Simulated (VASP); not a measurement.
A run of VASP 6.6.1 is set up as follows.

Contents of POSCAR:

```
Pt
1.0
    0.0000000000      1.9305888200      1.9305888200
    1.9305888200      0.0000000000      1.9305888200
    1.9305888200      1.9305888200      0.0000000000
Pt
1
Direct
    0.0000000000      0.0000000000      0.0000000000
```

File INCAR.step1:

```
SYSTEM = Pt
PREC = Accurate
ENCUT = 430
EDIFF = 1E-5
ISMEAR = -1
SIGMA = 0.1
LREAL = .False.
LASPH = .True.
NELM = 120
ALGO = Normal
ISIF = 2
LWAVE = .True.
LCHARG = .False.
GGA = PE
NBANDS = 15
GGA_COMPAT = .False.
```

Contents of INCAR.step2:

```
SYSTEM = Pt
PREC = Accurate
ENCUT = 430
EDIFF = 1E-6
ISMEAR = -1
SIGMA = 0.1
LREAL = .False.
LASPH = .True.
NELM = 120
ALGO = Normal
ISIF = 2
LWAVE = .False.
LCHARG = .False.
GGA = PE
LHFCALC = .True.
HFSCREEN = 0.2079
PRECFOCK = Normal
ISTART = 1
NBANDS = 15
GGA_COMPAT = .False.
```

The input KPOINTS:

```
regular mesh
0
Gamma
  6 6 6
  0 0 0
```

Potentials or basis: VASP PAW PBE potentials, release 64 (Pt_sv_GW).

Launch:

```console
$ cat potpaw_PBE.64/Pt_sv_GW/POTCAR > POTCAR
$ cp INCAR.step1 INCAR
$ mpirun -np 1 vasp_std > vasp.out
$ cp INCAR.step2 INCAR
$ mpirun -np 1 vasp_std > vasp.out
```

Q: Predict the pressure.

A: 10.6 GPa.

Q: What does it give for the band gap on the k mesh?

A: Zero (bands 9 and 10 overlap by 3.21 eV).

Caveat: the k points lie up to 0.47 Å⁻¹ apart, too coarse for converged energies and pressures of a metal; the PAW data sets were made with another functional, which shifts forces and pressure a little; spin-orbit coupling is left out, which moves the levels of the heavy elements.
